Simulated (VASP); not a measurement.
# CoO (I4/mmm) in VASP: notebook, part 2 of 2

VASP 6.6.1. The steps go on from the part before.

### 3 Single point, PBE, collinear spin, ferromagnetic start

Input file INCAR:

```
PREC = Accurate
ENCUT = 520
EDIFF = 1E-7
ISMEAR = 0
SIGMA = 0.05
LREAL = False
LASPH = True
NELM = 150
ALGO = Normal
ISIF = 2
LWAVE = False
LCHARG = True
ISPIN = 2
MAGMOM = 3 0
LORBIT = 11
LMAXMIX = 4
GGA = PE
LELF = True
LVHAR = True
NBANDS = 18
```

Input file KPOINTS:

```
Automatic mesh
0
Gamma
  16 16 16
```

Input file POSCAR:

```
CoO
1.0
   -1.5080004431      1.5080004431      2.1072503604
    1.5080004431     -1.5080004431      2.1072503604
    1.5080004431      1.5080004431     -2.1072503604
Co O
1 1
Direct
    0.0000000000      0.0000000000      0.0000000000
    0.5000000000      0.5000000000      0.0000000000
```

Potentials or basis: VASP PAW PBE potentials, release 64 (Co, O).

Launch:

```bash
> cat potpaw_PBE.64/Co/POTCAR potpaw_PBE.64/O/POTCAR > POTCAR
> mpirun -np 1 vasp_std > vasp.out
```

OUTCAR:

```text
PREC = Accurate
   ENCUT = 520
   EDIFF = 1E-7
   ISMEAR = 0
   LREAL = False
   LASPH = True
   NELM = 150
   ISIF = 2
   ISPIN = 2
   LORBIT = 11
   GGA = PE

 ion  position               nearest neighbor table
   1  0.000  0.000  0.000-   2 2.11   2 2.11   2 2.13   2 2.13   2 2.13   2 2.13
   2  0.500  0.500  0.000-   1 2.11   1 2.11   1 2.13   1 2.13   1 2.13   1 2.13

  LATTYP: Found a body centered tetragonal cell.
 ALAT       =     3.0160008862
 C/A-ratio  =     1.3973804650

  Lattice vectors:

 A1 = (  -1.5080004431,   1.5080004431,   2.1072503604)
 A2 = (   1.5080004431,  -1.5080004431,   2.1072503604)
 A3 = (   1.5080004431,   1.5080004431,  -2.1072503604)

Analysis of symmetry for initial positions (statically):
=====================================================================
 Subroutine PRICEL returns:
 Original cell was already a primitive cell.

 Routine SETGRP: Setting up the symmetry group for a
 body centered tetragonal supercell.

 Subroutine GETGRP returns: Found 16 space group operations
 (whereof 16 operations were pure point group operations)
 out of a pool of 16 trial point group operations.

The static configuration has the point symmetry D_4h.

Analysis of symmetry for dynamics (positions and initial velocities):
=====================================================================
 Subroutine PRICEL returns:
 Original cell was already a primitive cell.

 Routine SETGRP: Setting up the symmetry group for a
 body centered tetragonal supercell.

 Subroutine GETGRP returns: Found 16 space group operations
 (whereof 16 operations were pure point group operations)
 out of a pool of 16 trial point group operations.

The dynamic configuration has the point symmetry D_4h.

Analysis of structural, dynamic, and magnetic symmetry:
=====================================================================
 Subroutine PRICEL returns:
 Original cell was already a primitive cell.

 Routine SETGRP: Setting up the symmetry group for a
 body centered tetragonal supercell.

 Subroutine GETGRP returns: Found 16 space group operations
 (whereof 16 operations were pure point group operations)
 out of a pool of 16 trial point group operations.

The overall configuration has the point symmetry D_4h.

 Subroutine INISYM returns: Found 16 space group operations
 (whereof 16 operations are pure point group operations),
 and found     1 'primitive' translations

----------------------------------------------------------------------------------------

                                     Primitive cell

  volume of cell :      19.1681

  direct lattice vectors                    reciprocal lattice vectors
    -1.508000443  1.508000443  2.107250360     0.000000000  0.331564889  0.237276030
     1.508000443 -1.508000443  2.107250360     0.331564889  0.000000000  0.237276030
     1.508000443  1.508000443 -2.107250360     0.331564889  0.331564889  0.000000000

  length of vectors
     2.998105194  2.998105194  2.998105194     0.407719500  0.407719500  0.468903563

  position of ions in fractional coordinates (direct lattice)
     0.000000000  0.000000000  0.000000000
     0.500000000  0.500000000  0.000000000

  ion indices of the primitive-cell ions
   primitive index   ion index
                 1           1
                 2           2
[... 59 lines left out ...]
   ions per type =               1   1
   NGX,Y,Z   is equivalent  to a cutoff of  13.31, 13.31, 13.31 a.u.
   NGXF,Y,Z  is equivalent  to a cutoff of  26.62, 26.62, 26.62 a.u.
 SYSTEM =  unknown system
   PREC   = accura    normal or accurate (medium, high low for compatibility)
   ISTART =      0    job   : 0-new  1-cont  2-samecut
   ICHARG =      2    charge: 1-file 2-atom 10-const
   ISPIN  =      2    spin polarized calculation?
   LNONCOLLINEAR =      F non collinear calculations
   LSORBIT =      F    spin-orbit coupling
   LASPH  =      T    aspherical Exc in radial PAW
   ENCUT  =  520.0 eV  38.22 Ry    6.18 a.u.   5.57  5.57  5.57*2*pi/ulx,y,z
   NELM   =    150;   NELMIN=  2; NELMDL= -5     # of ELM steps
   EDIFF  = 0.1E-06   stopping-criterion for ELM
   LREAL  =      F    real-space projection
   EDIFFG = 0.1E-05   stopping-criterion for IOM
   NSW    =      0    number of steps for IOM
   IBRION =     -1    ionic relax: 0-MD 1-quasi-New 2-CG
   NFREE  =      0    steps in history (QN), initial steepest desc. (CG)
   ISIF   =      2    stress and relaxation
   ISYM   =      2    0-nonsym 1-usesym 2-fastsym
   POTIM  = 0.5000    time-step for ionic-motion
   TEBEG  =    0.0;   TEEND  =   0.0 temperature during run
   PSTRESS=    0.0 pullay stress
   NELECT =      15.0000    total number of electrons
   NUPDOWN=      -1.0000    fix difference up-down
   EMIN   =  10.00;   EMAX   =-10.00  energy-range for DOS
   EFERMI =   0.00;   METHOD = LEGACY
   ISMEAR =     0;   SIGMA  =   0.05  broadening in eV -4-tet -1-fermi 0-gaus
   EFERMI_NEDOS =   21; number of points for ismear=-14 and -15
   IALGO  =     38    algorithm
   IMIX   =      4    mixing-type and parameters
     AMIX     =   0.40;   BMIX     =  1.00
     AMIX_MAG =   1.60;   BMIX_MAG =  1.00
  volume/ion in A,a.u.               =       9.58        64.68
  Fermi-wavevector in a.u.,A,eV,Ry     =   1.508617  2.850872 30.965828  2.275924
  Thomas-Fermi vector in A             =   2.619047
   LORBIT       =     11    0 simple, 1 ext, 2 COOP (PROOUT), +10 PAW based schemes
   GGA     = PE    functional components
   LHFCALC =     F    Hartree Fock is set to
   AEXX    =    0.0000 exact exchange contribution
   IVDW    =     0    specifies the selected vdW correction
   LEPSILON=     F    determine dielectric tensor
   LRPA    =     F    only Hartree local field effects (RPA)
 spin polarized calculation
 Gauss-broadening in eV      SIGMA  =   0.05
  energy-cutoff  :      520.00
  volume of cell :       19.17
 maximum number of plane-waves:       533
   NGX = 11   NGY = 11   NGZ = 11

 number of electron      15.0000006 magnetization       2.9139823

 Free energy of the ion-electron system (eV)
  ---------------------------------------------------
  ext. energy  EPLUGINS =         0.00000000
  ---------------------------------------------------
  free energy    TOTEN  =       -13.04858140 eV

  energy without entropy =      -13.04370955  energy(sigma->0) =      -13.04614547

 E-fermi :   8.0225     XC(G=0): -12.4547

 val. band max:        8.0208638402   @ k =  -0.2500  -0.3125   0.1250
 cond. band min:       8.0225728431   @ k =  -0.2500  -0.4375   0.1875
 fundamental gap:      0.0017090029
 Fermi energy:         8.0224773596

 spin component 1

 k-point     1 :       0.0000    0.0000    0.0000
  band No.  band energies     occupation
      1     -12.2424      1.00000
      2       4.7381      1.00000
      3       4.7499      1.00000
      4       4.8461      1.00000
      5       4.8853      1.00000
      6       4.8853      1.00000
[... 493 lines left out ...]
     17      30.6123      0.00000
     18      33.2148      0.00000

 [... further k-points ...]

 spin component 2

 k-point     1 :       0.0000    0.0000    0.0000
  band No.  band energies     occupation
      1     -11.7343      1.00000
      2       5.4002      1.00000
      3       5.4606      1.00000
      4       5.4606      1.00000
      5       6.8924      1.00000
      6       6.8925      1.00000
[... 493 lines left out ...]
     17      31.5424      0.00000
     18      34.0237      0.00000

 [... further k-points ...]
[... 5 lines left out ...]
  --------------------------------------------------------------------------------------
  -------------------------------------------------------------------------------------
  Total       -0.0636904     -0.0636904     -0.0633838      0.0000000     -0.0000000      0.0000000
  in kB       -5.3236027     -5.3236027     -5.2979769      0.0000000     -0.0000000      0.0000000
  external PRESSURE =      -5.3150608 kB  Pullay stress =       0.0000000 kB

 VOLUME and BASIS-vectors are now :
 -----------------------------------------------------------------------------
  energy-cutoff  :      520.00
  volume of cell :       19.17
      direct lattice vectors                 reciprocal lattice vectors
    -1.508000443  1.508000443  2.107250360     0.000000000  0.331564889  0.237276030
     1.508000443 -1.508000443  2.107250360     0.331564889  0.000000000  0.237276030
     1.508000443  1.508000443 -2.107250360     0.331564889  0.331564889  0.000000000

 POSITION                                       TOTAL-FORCE (eV/Angst)
 -----------------------------------------------------------------------------------
      0.00000      0.00000      0.00000         0.000000     -0.000000     -0.000000
      0.00000      0.00000      2.10725        -0.000000      0.000000      0.000000
 -----------------------------------------------------------------------------------
    total drift:                               -0.000000      0.000000     -0.000000

  FREE ENERGIE OF THE ION-ELECTRON SYSTEM (eV)
  ---------------------------------------------------
  free  energy   TOTEN  =       -13.0485814014 eV

  energy  without entropy=      -13.0437095462  energy(sigma->0) =      -13.04614547

 total charge

# of ion       s       p       d       tot
------------------------------------------
    1        0.296   0.362   7.148   7.806
    2        1.556   3.428   0.000   4.984
--------------------------------------------------
tot          1.852   3.790   7.148  12.790

 magnetization (x)

# of ion       s       p       d       tot
------------------------------------------
    1        0.021   0.018   2.523   2.561
    2        0.029   0.274   0.000   0.303
--------------------------------------------------
tot          0.050   0.292   2.523   2.864
```

OSZICAR:

```text
N       E                     dE             d eps       ncg     rms          rms(c)
DAV:   1     0.772946013437E+02    0.77295E+02   -0.70072E+03 26204   0.100E+03
DAV:   2    -0.109071461143E+02   -0.88202E+02   -0.75802E+02 26358   0.221E+02
DAV:   3    -0.157196844304E+02   -0.48125E+01   -0.47084E+01 29328   0.552E+01
DAV:   4    -0.157686273041E+02   -0.48943E-01   -0.48903E-01 30746   0.530E+00
[... 12 lines left out ...]
DAV:  17    -0.130485805785E+02   -0.10244E-04   -0.40788E-05 31608   0.615E-02    0.224E-02
DAV:  18    -0.130485816645E+02   -0.10860E-05   -0.14378E-05 35872   0.571E-02    0.745E-03
DAV:  19    -0.130485816808E+02   -0.16276E-07   -0.22114E-06 38248   0.167E-02    0.736E-03
DAV:  20    -0.130485813255E+02    0.35531E-06   -0.35084E-07 23754   0.106E-02    0.276E-03
DAV:  21    -0.130485814014E+02   -0.75967E-07   -0.12150E-07 14074   0.426E-03
   1 F= -.13048581E+02 E0= -.13046145E+02  d E =-.487186E-02  mag=     2.9139
```

stdout:

```text
POSCAR found type information on POSCAR CoO
 POSCAR found :  2 types and       2 ions
 scaLAPACK will be used
 LDA part: xc-table for (Slater+PW92), standard interpolation
 POSCAR, INCAR and KPOINTS ok, starting setup
 FFT: planning ... GRIDC
 FFT: planning ... GRID_SOFT
 FFT: planning ... GRID
 WAVECAR not read
 entering main loop
```

It took 12 min on 1 thread of AMD EPYC 7R13, shared host; peak memory 0.27 GiB.

Results:

- Free energy: -13.0486 eV
- Pressure: -0.5 GPa
- Net moment: 2.91 μB per cell
- Site moments: Co +2.56; O +0.30 μB
- Valence electrons inside the program's atomic spheres: Co 7.81; O 4.98

Levels at points of the mesh, in eV from the Fermi level:
Spin up:
```
           k point  band 6  band 7  band 8  band 9  band 10  band 11  band 12  band 13
(0.00, 0.00, 0.00)   -3.14   -3.13   -3.13   -3.00     1.04    16.89    18.18    18.18
(0.50, 0.00, 0.00)   -2.34   -1.80    0.08    0.16     5.09     9.42    13.36    13.64
(0.50, 0.50, 0.00)   -2.94   -2.41   -2.10   -2.02     5.92     9.82    11.76    15.80
(0.50, 0.50, 0.50)   -2.90   -2.41   -2.11   -2.11     5.93     9.98    11.64    15.75
```
Spin down:
| k point | band 3 | band 4 | band 5 | band 6 | band 7 | band 8 | band 9 | band 10 |
| --- | --- | --- | --- | --- | --- | --- | --- | --- |
| (0.00, 0.00, 0.00) | -2.56 | -2.56 | -1.13 | -1.13 | -1.09 | 0.02 | 0.07 | 1.59 |
| (0.50, 0.00, 0.00) | -4.69 | -4.65 | -0.15 | -0.11 | 0.18 | 2.70 | 2.74 | 5.37 |
| (0.50, 0.50, 0.00) | -3.89 | -3.78 | -2.25 | 0.10 | 0.14 | 0.50 | 1.01 | 6.77 |
| (0.50, 0.50, 0.50) | -3.87 | -3.87 | -2.26 | 0.13 | 0.13 | 0.57 | 0.97 | 6.78 |

Caveat: a cell with one magnetic atom can't hold antiferromagnetic order, which such compounds often take; semilocal functionals often make such compounds metallic where correlation or magnetic order opens a gap, which also shifts bond lengths. With open d or f shells a metallic result of PBE can be an artefact of self-interaction; +U or a hybrid may open a gap.
